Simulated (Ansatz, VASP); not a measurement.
# One calculation of Ta2N, two programs

```
Ta N
1.0
     5.21186    0.00000    0.00000
    -2.60593    4.51361    0.00000
     0.00000    0.00000    5.15193
Ta N
6 3
Direct
  0.63179 0.63179 0.75285
  0.00000 0.36821 0.75285
  0.36821 0.00000 0.75285
  0.36821 0.36821 0.24715
  0.00000 0.63179 0.24715
  0.63179 0.00000 0.24715
  0.66667 0.33333 0.50000
  0.33333 0.66667 0.50000
  0.00000 0.00000 0.00000
```

Alike in both runs: task single point; functional PBE; k mesh 9 × 9 × 8; occupations gaussian, width 0.15 eV; no spin polarisation.

```csv
,VASP,Ansatz
version,VASP 6.6.1,Ansatz 0.2.0
potentials or method,"VASP PAW PBE potentials, release 64 (Ta_pv, N), cutoff 520 eV","scalar-relativistic, plane waves, PAW"
valence electrons in the cell,81,93
```

VASP gave:

| Quantity | Value |
| --- | --- |
| gap on the k mesh at the Fermi level (eV) | none |
| pressure (GPa) | 8.9 |
| traceless stress, the component that is largest in VASP (GPa) | -10.00 |
| rms of the force components (eV/Å) | 2.194 |

**Question.** What did Ansatz give for the same quantities?

**Answer.** gap on the k mesh at the Fermi level (eV): none; pressure (GPa): 8.3; traceless stress, the component that is largest in VASP (GPa): -9.99; rms of the force components (eV/Å): 2.189.

Atom by atom the forces differ by 0.016 eV/Å (rms over components). A gap of «none» marks a metal or a gap that the smearing closes. VASP's potentials hold 81 valence electrons a cell and Ansatz's 93, so a difference there can come from the potentials and not from the codes.

Neither program's run includes spin-orbit coupling.
